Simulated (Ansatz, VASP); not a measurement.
# One calculation of Pb, two programs

INCAR

```
ALGO = Normal
EDIFF = 1E-8
ENCUT = 520
GGA = PS
ISIF = 2
ISMEAR = -1
LASPH = True
LCHARG = False
LEFG = True
LREAL = False
LWAVE = False
NBANDS = 21
NELM = 60
PREC = Accurate
SIGMA = 0.05
```

Contents of KPOINTS:

```
k-points
0
Gamma
  12 12 7
```

File POSCAR:

```
Pb
1.0
    3.5482533262      0.0000000000      0.0000000000
   -1.7741266631      3.0728775195      0.0000000000
    0.0000000000      0.0000000000      5.6996356773
Pb
2
Direct
    0.3333333333      0.6666666667      0.2500000000
    0.6666666667      0.3333333333      0.7500000000
```

Input for Ansatz:

```yaml
crystal:
  lattice:
    - [3.5482533262, 0.0, 0.0]
    - [-1.7741266631, 3.0728775195, 0.0]
    - [0.0, 0.0, 5.6996356773]
  atoms:
    - { symbol: Pb, position: [0.3333333333, 0.6666666667, 0.25] }
    - { symbol: Pb, position: [0.6666666667, 0.3333333333, 0.75] }
kpoints:
  mp_grid: { grid: [12, 12, 7] }
scf:
  occupations: { method: fermi_dirac, width: 0.05 }
hamiltonian:
  xc: pbesol
  pseudopotentials: { kind: paw }
output:
  forces: true
  stress: true
  eigenvalues: true
  efg: { contact_densities: true }
```

Change from the starting cell: volume scaled by 1.06, PAW files.

Alike in both runs: task electric field gradients; functional PBEsol; k mesh 12 × 12 × 7; occupations fermi-dirac, width 0.05 eV; no spin polarisation.

|  | VASP | Ansatz |
| --- | --- | --- |
| version | VASP 6.6.1 | Ansatz 0.2.0 |
| potentials or method | VASP PAW PBE potentials, release 64 (Pb_d) | PAW with Ansatz's default frozen-core files, scalar-relativistic |
| plane-wave cutoff (eV) | 520 | 420 |
| valence electrons in the cell | 28 | 28 |

|  | VASP | Ansatz | Ansatz less VASP |
| --- | --- | --- | --- |
| pressure (GPa) | -1.7 | -1.7 | +0.07 |
| traceless stress, the component that is largest in VASP (GPa) | 0.55 | 0.54 | -0.017 |
| size of Vzz on the site where it differs most (V/Å²) | 19.9 | 19.2 | -0.66 |

VASP's potentials were made for PBE, not for PBEsol.

Neither program's run includes spin-orbit coupling.
